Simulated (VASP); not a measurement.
Input of a VASP 6.6.1 run:

Contents of INCAR:

```
  ALGO = Normal
  EDIFF = 1E-6
  ENCUT = 520
  GGA = PE
  ISIF = 2
  ISMEAR = 0
  LASPH = True
  LCHARG = True
  LELF = True
  LREAL = False
  LVHAR = True
  LWAVE = False
  NBANDS = 63
  NELM = 60
  PREC = Accurate
  SIGMA = 0.1
```

File KPOINTS:

```
k-points
0
Gamma
  12 12 2
```

POSCAR

```
TaMo2C3
1.0
    3.0400803463      0.0000000000      0.0000000000
   -1.5200401731      2.6327868094      0.0000000000
    0.0000000000      0.0000000000     15.9710435459
Ta Mo C
2 4 6
Direct
    0.0000000000      0.0000000000      0.0000000000
    0.0000000000      0.0000000000      0.5000000000
    0.3333333333      0.6666666667      0.6627185278
    0.3333333333      0.6666666667      0.8372814722
    0.6666666667      0.3333333333      0.1627185278
    0.6666666667      0.3333333333      0.3372814722
    0.6666666667      0.3333333333      0.9168233265
    0.3333333333      0.6666666667      0.0831766735
    0.6666666667      0.3333333333      0.7500000000
    0.6666666667      0.3333333333      0.5831766735
    0.3333333333      0.6666666667      0.4168233265
    0.3333333333      0.6666666667      0.2500000000
```

Potentials or basis: VASP PAW PBE potentials, release 64 (Ta_pv, Mo_sv, C).

Run with:

```console
$ cat potpaw_PBE.64/Ta_pv/POTCAR potpaw_PBE.64/Mo_sv/POTCAR potpaw_PBE.64/C/POTCAR > POTCAR
$ mpirun -np 1 vasp_std > vasp.out
```

(1) What does it give for the largest force?

(2) Predict the pressure.

(3) Predict the band gap on the k mesh.

Answers

(1) 0.021 eV/Å.

(2) 0.7 GPa.

(3) zero (band 51 reaches 12.08 eV, above the bottom of band 52 at 10.15 eV).

Caveat: spin-orbit coupling is left out, which moves the levels of the heavy elements.
